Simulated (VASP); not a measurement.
Set up this calculation in VASP 6.6.1, as the native input.

```yaml
Task: electric field gradients
Functional: PBE
Potentials_or_basis: VASP PAW PBE potentials, release 64 (Cs_sv, Li_sv, F)
Cutoff: 520 eV
k_mesh: 3 × 3 × 3
Occupations: fermi-dirac, width 0.01 eV
Spin: no spin polarisation
Dipole_correction: no
Further_INCAR_settings: LREAL = Auto; ALGO = Normal; EDIFF = 1e-08; NBANDS = 171
```

The structure of CsLi26F27 (a cell with a defect) lies in POSCAR:

```
CsLi26F27
1.0
    0.0000000000      6.0420000000      6.0420000000
    6.0420000000      0.0000000000      6.0420000000
    6.0420000000      6.0420000000      0.0000000000
Cs Li F
1 26 27
Direct
    0.0000000000      0.0000000000      0.0000000000
    0.0000000000      0.0000000000      0.3333333333
    0.0000000000      0.0000000000      0.6666666667
    0.0000000000      0.3333333333      0.0000000000
    0.0000000000      0.3333333333      0.3333333333
    0.0000000000      0.3333333333      0.6666666667
    0.0000000000      0.6666666667      0.0000000000
    0.0000000000      0.6666666667      0.3333333333
    0.0000000000      0.6666666667      0.6666666667
    0.3333333333      0.0000000000      0.0000000000
    0.3333333333      0.0000000000      0.3333333333
    0.3333333333      0.0000000000      0.6666666667
    0.3333333333      0.3333333333      0.0000000000
    0.3333333333      0.3333333333      0.3333333333
    0.3333333333      0.3333333333      0.6666666667
    0.3333333333      0.6666666667      0.0000000000
    0.3333333333      0.6666666667      0.3333333333
    0.3333333333      0.6666666667      0.6666666667
    0.6666666667      0.0000000000      0.0000000000
    0.6666666667      0.0000000000      0.3333333333
    0.6666666667      0.0000000000      0.6666666667
    0.6666666667      0.3333333333      0.0000000000
    0.6666666667      0.3333333333      0.3333333333
    0.6666666667      0.3333333333      0.6666666667
    0.6666666667      0.6666666667      0.0000000000
    0.6666666667      0.6666666667      0.3333333333
    0.6666666667      0.6666666667      0.6666666667
    0.1666666667      0.1666666667      0.1666666667
    0.1666666667      0.1666666667      0.5000000000
    0.1666666667      0.1666666667      0.8333333333
    0.1666666667      0.5000000000      0.1666666667
    0.1666666667      0.5000000000      0.5000000000
    0.1666666667      0.5000000000      0.8333333333
    0.1666666667      0.8333333333      0.1666666667
    0.1666666667      0.8333333333      0.5000000000
    0.1666666667      0.8333333333      0.8333333333
    0.5000000000      0.1666666667      0.1666666667
    0.5000000000      0.1666666667      0.5000000000
    0.5000000000      0.1666666667      0.8333333333
    0.5000000000      0.5000000000      0.1666666667
    0.5000000000      0.5000000000      0.5000000000
    0.5000000000      0.5000000000      0.8333333333
    0.5000000000      0.8333333333      0.1666666667
    0.5000000000      0.8333333333      0.5000000000
    0.5000000000      0.8333333333      0.8333333333
    0.8333333333      0.1666666667      0.1666666667
    0.8333333333      0.1666666667      0.5000000000
    0.8333333333      0.1666666667      0.8333333333
    0.8333333333      0.5000000000      0.1666666667
    0.8333333333      0.5000000000      0.5000000000
    0.8333333333      0.5000000000      0.8333333333
    0.8333333333      0.8333333333      0.1666666667
    0.8333333333      0.8333333333      0.5000000000
    0.8333333333      0.8333333333      0.8333333333
```

These files were run (other wordings do the same):

INCAR

```
SYSTEM = CsLi26F27
ALGO = Normal
EDIFF = 1E-8
ENCUT = 520
GGA = PE
ISIF = 2
ISMEAR = -1
LASPH = .True.
LCHARG = .False.
LEFG = .True.
LREAL = Auto
LWAVE = .False.
NBANDS = 171
NELM = 60
PREC = Accurate
SIGMA = 0.01
```

KPOINTS

```
k-points
0
Gamma
  3 3 3
  0 0 0
```

Potentials or basis: VASP PAW PBE potentials, release 64 (Cs_sv, Li_sv, F).

Launch:

```bash
$ cat potpaw_PBE.64/Cs_sv/POTCAR potpaw_PBE.64/Li_sv/POTCAR potpaw_PBE.64/F/POTCAR > POTCAR
$ mpirun -np 1 vasp_std > vasp.out
```

Results of the run:

```yaml
Largest_force: 11.992 eV/Å
Band_gap_on_the_k_mesh: 4.20 eV
Largest_electric_field_gradient_by_atom: Cs +0.0; Li +0.4, -0.0, +0.0, -0.2 (each value once); F +2.3, -65.2, -1.3, -1.2, +0.0 (each value once) V/Å²
```

Caveat: without QUAD_EFG the Cq values of the log hold for a quadrupole moment of 1 mb, not for the nuclei; spin-orbit coupling is left out, which moves the levels of the heavy elements.

Run time: 38 min on 1 thread of Intel Xeon 8259CL, with other jobs on the host, peak memory 0.64 GiB.
